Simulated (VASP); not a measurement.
Set up this calculation in VASP 6.6.1, as the native input.

```yaml
Task: single point
Functional: PBE
Potentials_or_basis: VASP PAW PBE potentials, release 64 (Ag)
Cutoff: 520 eV
k_mesh: 11 × 11 × 11
Occupations: fermi-dirac, width 0.1 eV
Spin: no spin polarisation
Dipole_correction: no
Further_INCAR_settings: ALGO = Normal; EDIFF = 1e-07; NBANDS = 12
```

The structure of Ag lies in POSCAR:

```
Ag
1.0
    0.0000000000      1.9903485194      1.9903485194
    1.9903485194      0.0000000000      1.9903485194
    1.9903485194      1.9903485194      0.0000000000
Ag
1
Direct
    0.0000000000      0.0000000000      0.0000000000
```

The input as run:

INCAR

```
SYSTEM = Ag
PREC = Accurate ; ENCUT = 520
EDIFF = 1E-7 ; ISMEAR = -1
SIGMA = 0.1 ; LREAL = .FALSE.
LASPH = .TRUE. ; NELM = 60
ALGO = Normal ; ISIF = 2
LWAVE = .FALSE. ; LCHARG = .FALSE.
GGA = PE ; NBANDS = 12
```

KPOINTS

```
regular mesh
0
G
  11 11 11
  0 0 0
```

Potentials or basis: VASP PAW PBE potentials, release 64 (Ag).

Run with:

```console
$ cat potpaw_PBE.64/Ag/POTCAR > POTCAR
$ mpirun -np 1 vasp_std > vasp.out
```

It gave:

```json
{
 "Pressure": "15.5 GPa"
}
```

Wall time 7.5 s on 1 thread of Intel(R) Xeon(R) 6975P-C (Granite Rapids) (shared host), peak memory 0.14 GiB.
